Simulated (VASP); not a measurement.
Runs of VASP 6.6.1 on CsGe3. The structure is that of space group Pm-3m (No. 221), or close to it. The cells are those of the table. The cell was generated, and may not be a known phase.

```csv
task,cell,k mesh,cutoff (eV),gap on the mesh (eV),pressure (GPa),relaxed volume (Å³/atom)
single point,"a = 4.788 Å, 4 atoms",10 × 10 × 10,520,none,(a),-
relaxation of cell and atoms,"relaxed from a = 4.665 Å, 4 atoms",10 × 10 × 10,600,none,0.0,27.56
relaxation of cell and atoms,"relaxed from a = 4.788 Å, 4 atoms",10 × 10 × 10,600,none,0.0,27.51
single point,"a = 4.665 Å, 4 atoms",4 × 4 × 4,520,none,3.1,-
```

Alike in all rows: level PBE; potentials or basis VASP PAW PBE potentials, release 64 (Cs_sv, Ge_d); no spin polarisation; smearing gaussian 0.1 eV.

**Question.** Estimate the missing entries.

**Answer.** (a) 0.1.

Caveats: spin-orbit coupling is left out, which moves the levels of the heavy elements; the cell stands under pressure (at least some runs).

A k mesh can miss the band edges, and the runs leave out spin-orbit coupling on Cs, Ge.

A gap of «none» marks levels without a gap at the run's occupations.
